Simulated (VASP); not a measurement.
Input of a VASP 6.6.1 run:

INCAR

```
SYSTEM = MgC2
PREC = Accurate ; ENCUT = 520
EDIFF = 1E-6 ; ISMEAR = 1
SIGMA = 0.02 ; LREAL = .False.
LASPH = .True. ; NELM = 80
ALGO = Normal ; ISIF = 2
LWAVE = .False. ; LCHARG = .False.
GGA = PE ; NBANDS = 12
```

File KPOINTS:

```
Automatic mesh
0
Gamma
  10 10 5
  0 0 0
```

File POSCAR:

```
MgC2
1.0
    2.6379189387      0.0000000000      0.0000000000
   -1.3189594693      2.2845048140      0.0000000000
    0.0000000000      0.0000000000      4.2444930422
Mg C
1 2
Direct
    0.0000000000      0.0000000000      0.0000000000
    0.3333333333      0.6666666667      0.4459305748
    0.6666666667      0.3333333333      0.5540694252
```

Potentials or basis: VASP PAW PBE potentials, release 64 (Mg, C).

The run is started by

```sh
$ cat potpaw_PBE.64/Mg/POTCAR potpaw_PBE.64/C/POTCAR > POTCAR
$ mpirun -np 1 vasp_std > vasp.out
```

Predict the pressure.

0.1 GPa.

Predict the largest force.

0.020 eV/Å.

Stress tensor (GPa, compression positive):
```
 0.30  0.00  0.00
 0.00  0.30  0.00
 0.00  0.00 -0.39
```
